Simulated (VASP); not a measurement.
Runs of VASP 6.6.1 on SiC. The structure is that of space group F-43m (No. 216), or close to it. The cells are those of the table. 

```csv
level,cell,k mesh,smearing,gap on the mesh (eV),pressure (GPa),largest force (eV/Å)
PBE,"a = 3.101 Å, angles 61.5°, 2 atoms",6 × 6 × 6,gaussian 0.01 eV,1.19,-7.3,0.04
PBE,"a = 3.087 Å, angles 60.5°, 2 atoms",6 × 6 × 6,gaussian 0.01 eV,1.29,-0.4,0.01
PBE,"a = 3.062 Å, angles 58.4°, 2 atoms",6 × 6 × 6,gaussian 0.01 eV,1.12,17.5,0.04
PBE,"a = 3.108 Å, angles 62.0°, 2 atoms",6 × 6 × 6,gaussian 0.01 eV,1.15,(b),0.05
PBE,"a = 3.068 Å, angles 58.9°, 2 atoms",10 × 10 × 10,fermi-dirac 0.02 eV,1.22,12.4,0.02
PBE,"a = 3.056 Å, angles 57.9°, 2 atoms",6 × 6 × 6,gaussian 0.01 eV,1.01,22.9,0.05
PBE,"a = 3.080 Å, angles 60.0°, 2 atoms",6 × 6 × 6,gaussian 0.01 eV,1.35,3.5,-
PBE,"a = 3.068 Å, angles 58.9°, 2 atoms",6 × 6 × 6,gaussian 0.01 eV,1.21,12.4,0.02
PBE,"a = 3.094 Å, angles 61.0°, 2 atoms",6 × 6 × 6,gaussian 0.01 eV,1.24,-4.0,0.02
PBE,"a = 3.062 Å, angles 58.4°, 2 atoms",10 × 10 × 10,fermi-dirac 0.02 eV,1.13,17.4,0.04
PBE,"a = 3.056 Å, angles 57.9°, 2 atoms",10 × 10 × 10,fermi-dirac 0.02 eV,1.02,22.9,(a)
r2SCAN,"a = 3.108 Å, angles 62.0°, 2 atoms",10 × 10 × 10,gaussian 0.01 eV,1.50,-13.9,-
```

Alike in all rows: task single point; potentials or basis VASP PAW PBE potentials, release 64 (Si, C); no spin polarisation; cutoff (eV) 520.

Task: Estimate the missing entries.

Result: (a) 0.06; (b) -10.2.

Caveats: some runs use coarse meshes; the PAW data sets were made with another functional, which shifts forces and pressure a little (some runs).

A k mesh can miss the band edges.
